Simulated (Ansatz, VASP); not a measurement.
## One calculation of N, two programs

The input INCAR:

```
SYSTEM = N
  PREC = Accurate
  ENCUT = 520
  EDIFF = 1E-6
  ISMEAR = 1
  SIGMA = 0.01
  LREAL = .FALSE.
  LASPH = .TRUE.
  NELM = 60
  ALGO = Normal
  ISIF = 2
  LWAVE = .FALSE.
  LCHARG = .FALSE.
  GGA = PS
  NBANDS = 18
```

The input KPOINTS:

```
regular mesh
0
G
  4 4 3
  0 0 0
```

POSCAR

```
N
1.0
    4.0840620000      0.0000000000      0.0000000000
    0.0000000000      4.0840620000      0.0000000000
    0.0000000000      0.0000000000      5.3459130000
N
4
Direct
    0.9042750000      0.9042750000      0.0000000000
    0.5957250000      0.4442750000      0.5000000000
    0.0957250000      0.0957250000      0.0000000000
    0.4042750000      0.5957250000      0.5000000000
```

Input for Ansatz:

```yaml
crystal:
  lattice:
    - [4.084062, 0.0, 0.0]
    - [0.0, 4.084062, 0.0]
    - [0.0, 0.0, 5.345913]
  atoms:
    - { symbol: "N", position: [0.904275, 0.904275, 0.0] }
    - { symbol: "N", position: [0.595725, 0.444275, 0.5] }
    - { symbol: "N", position: [0.095725, 0.095725, 0.0] }
    - { symbol: "N", position: [0.404275, 0.595725, 0.5] }
basis:
  ecutwfc: 510.0
kpoints:
  mp_grid:
    grid: [4, 4, 3]
hamiltonian:
  xc: pbesol
  pseudopotentials:
    kind: paw
scf:
  occupations:
    method: cold
    width: 0.01
output:
  forces: true
```

Alike in both runs: task single point; functional PBEsol; k mesh 4 × 4 × 3; no spin polarisation.

|  | VASP | Ansatz |
| --- | --- | --- |
| version | VASP 6.6.1 | Ansatz 0.2.0 |
| potentials or method | VASP PAW PBE potentials, release 64 (N), cutoff 520 eV | plane waves, PAW |
| occupations | methfessel-paxton of order 1, width 0.01 eV | cold, width 0.01 eV |
| valence electrons in the cell | 20 | 20 |

|  | VASP | Ansatz | Ansatz less VASP |
| --- | --- | --- | --- |
| rms of the force components (eV/Å) | 11.088 | 8.755 | -2.3325 |

VASP's potentials were made for PBE, not for PBEsol. Atom by atom the forces differ by 2.439 eV/Å (rms over components).

Noted on VASP's run: the standard files for N, O and F lose accuracy on very short bonds.
